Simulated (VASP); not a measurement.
Sb, 2 atoms in the cell. The typed cell holds 2 atoms: a = 4.561 Å, b = 4.466 Å, c = 4.451 Å, α = 57.13°, β = 57.54°, γ = 56.90°.  This cell differs from its parent crystal: equal xy, yz and zx shear strains of +2 %.

| Property | Result |
| --- | --- |
| Program | VASP 6.6.1 |
| Task | electric field gradients |
| Functional | PBE |
| Potentials or basis | VASP PAW PBE potentials, release 64 (Sb_d_GW) |
| Cutoff | 400 eV |
| k mesh | 9 × 9 × 9 |
| Occupations | fermi-dirac, width 0.05 eV |
| Spin | no spin polarisation |
| Dipole correction | no |
| Further INCAR settings | ALGO = Normal; EDIFF = 1e-08; NBANDS = 22 |

Potentials or basis: VASP PAW PBE potentials, release 64 (Sb_d_GW).

Command:

```console
$ cat potpaw_PBE.64/Sb_d_GW/POTCAR > POTCAR
$ mpirun -np 1 vasp_std > vasp.out
```

Hardware: 1 thread of Intel(R) Xeon(R) 6975P-C (Granite Rapids) (shared host).

Question: Estimate the wall time of this run.

Answer: Run time: 2.9 min on 1 thread of Intel(R) Xeon(R) 6975P-C (Granite Rapids), on a shared host, peak memory 0.42 GiB. Counts: scf iterations 13, k points 365.
